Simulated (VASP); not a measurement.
Wanted: the native input for a VASP 6.6.1 run.

```
Task                   : single point
Functional             : LDA
Potentials or basis    : VASP PAW LDA potentials, release 64 (Au)
Cutoff                 : 520 eV
k mesh                 : 16 × 16 × 16
Occupations            : gaussian, width 0.1 eV
Spin                   : no spin polarisation
Dipole correction      : no
Further INCAR settings : ALGO = Fast; EDIFF = 1e-07; NBANDS = 12
```

The structure of Au lies in POSCAR:

```
Au
1.0
    0.0000000000      2.0350000000      2.0350000000
    2.0350000000      0.0000000000      2.0350000000
    2.0350000000      2.0350000000      0.0000000000
Au
1
Direct
    0.0000000000      0.0000000000      0.0000000000
```

The input as run:

INCAR

```
PREC = Accurate ; ENCUT = 520
EDIFF = 1E-7 ; ISMEAR = 0
SIGMA = 0.1 ; LREAL = False
LASPH = True ; NELM = 100
ALGO = Fast ; ISIF = 2
LWAVE = False ; LCHARG = False
GGA = CA ; NBANDS = 12
```

KPOINTS

```
Automatic mesh
0
Gamma
  16 16 16
```

Potentials or basis: VASP PAW LDA potentials, release 64 (Au).

Command:

```bash
$ cat potpaw_LDA.64/Au/POTCAR > POTCAR
$ mpirun -np 1 vasp_std > vasp.out
```

Results of the run:

```json
{"Pressure": "-2.5 GPa"}
```

Wall time 19 s on 1 thread of Intel(R) Xeon(R) Platinum 8259CL CPU @ 2.50GHz (Skylake/Cascade Lake), on a shared host, peak memory 0.15 GiB.
